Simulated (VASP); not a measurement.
Here is a VASP 6.6.1 calculation.

File INCAR:

```
  ALGO = Normal
  EDIFF = 1E-6
  ENCUT = 1340
  GGA = PS
  GGA_COMPAT = False
  ISIF = 2
  ISMEAR = 0
  LASPH = True
  LCHARG = False
  LREAL = False
  LWAVE = False
  NBANDS = 26
  NELM = 120
  PREC = Accurate
  SIGMA = 0.05
```

File KPOINTS:

```
k-points
0
Gamma
  9 9 6
```

Contents of POSCAR:

```
ZnO
1.0
    3.3219642457      0.0000000000      0.0000000000
   -1.6609821228      2.8769054272      0.0000000000
    0.0000000000      0.0000000000      4.9334491013
Zn O
2 2
Direct
    0.3333333333      0.6666666667      0.0015754469
    0.6666666667      0.3333333333      0.5015754469
    0.3333333333      0.6666666667      0.3805245531
    0.6666666667      0.3333333333      0.8805245531
```

Potentials or basis: VASP PAW PBE potentials, release 64 (Zn, O_h).

Command:

```sh
$ cat potpaw_PBE.64/Zn/POTCAR potpaw_PBE.64/O_h/POTCAR > POTCAR
$ mpirun -np 1 vasp_std > vasp.out
```

Predict the band gap on the k mesh.

0.71 eV.

What does it give for the largest force?

1.033 eV/Å.

Predict the pressure.

2.2 GPa.

Forces on the atoms (eV/Å):
```
Zn   0.000  0.000 -1.033
Zn   0.000  0.000 -1.033
O    0.000  0.000  1.033
O    0.000  0.000  1.033
```

Caveat: the stress differs along the axes, from -5 to 17 GPa; semilocal functionals underestimate gaps, and a narrow one can read as zero; the PAW data sets were made with another functional, which shifts forces and pressure a little.
